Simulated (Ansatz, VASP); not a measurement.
PbSe: VASP beside Ansatz

INCAR

```
ALGO = Normal
EDIFF = 1E-6
ENCUT = 520
ISIF = 2
ISMEAR = 0
LASPH = True
LCHARG = True
LELF = True
LREAL = False
LVHAR = True
LWAVE = False
NBANDS = 17
NELM = 80
PREC = Accurate
SIGMA = 0.03
```

Contents of KPOINTS:

```
k-points
0
Gamma
  10 10 10
```

File POSCAR:

```
PbSe
1.0
    0.0000000000      3.5349939539      2.2977460700
    3.5349939539      0.0000000000      2.2977460700
    3.5349939539      3.5349939539      0.0000000000
Pb Se
1 1
Direct
    0.0000000000      0.0000000000      0.0000000000
    0.5000000000      0.5000000000      0.5000000000
```

Input for Ansatz:

```yaml
crystal:
  lattice:
    - [0.0, 3.5349939539, 2.29774607]
    - [3.5349939539, 0.0, 2.29774607]
    - [3.5349939539, 3.5349939539, 0.0]
  atoms:
    - { symbol: Pb, position: [0.0, 0.0, 0.0] }
    - { symbol: Se, position: [0.5, 0.5, 0.5] }
basis:
  ecutwfc: 420
kpoints:
  mp_grid: { grid: [10, 10, 10] }
hamiltonian:
  xc: lda
scf:
  occupations: { method: gaussian, width: 0.03 }
output:
  forces: true
  stress: true
  eigenvalues: true
```

Alike in both runs: task single point; functional LDA; k mesh 10 × 10 × 10; occupations gaussian, width 0.03 eV; no spin polarisation.

|  | VASP | Ansatz |
| --- | --- | --- |
| version | VASP 6.6.1 | Ansatz 0.2.0 |
| potentials or method | VASP PAW LDA potentials, release 64 (Pb_d, Se), cutoff 520 eV | scalar-relativistic, plane waves, PAW |
| valence electrons in the cell | 20 | 30 |

Ansatz gave:

```
gap on the k mesh at the Fermi level (eV)                     : none
pressure (GPa)                                                : 24.0
traceless stress, the component that is largest in VASP (GPa) : 53.46
```

**Question.** Which values does VASP return?

**Answer.** gap on the k mesh at the Fermi level (eV): none; pressure (GPa): 24.1; traceless stress, the component that is largest in VASP (GPa): 53.73.

LDA's correlation is that of Perdew and Zunger in VASP and of Perdew and Wang (1992) in Ansatz. A gap of «none» marks a metal or a gap that the smearing closes. VASP's potentials hold 20 valence electrons a cell and Ansatz's 30, so a difference there can come from the potentials and not from the codes.

Neither program's run includes spin-orbit coupling.
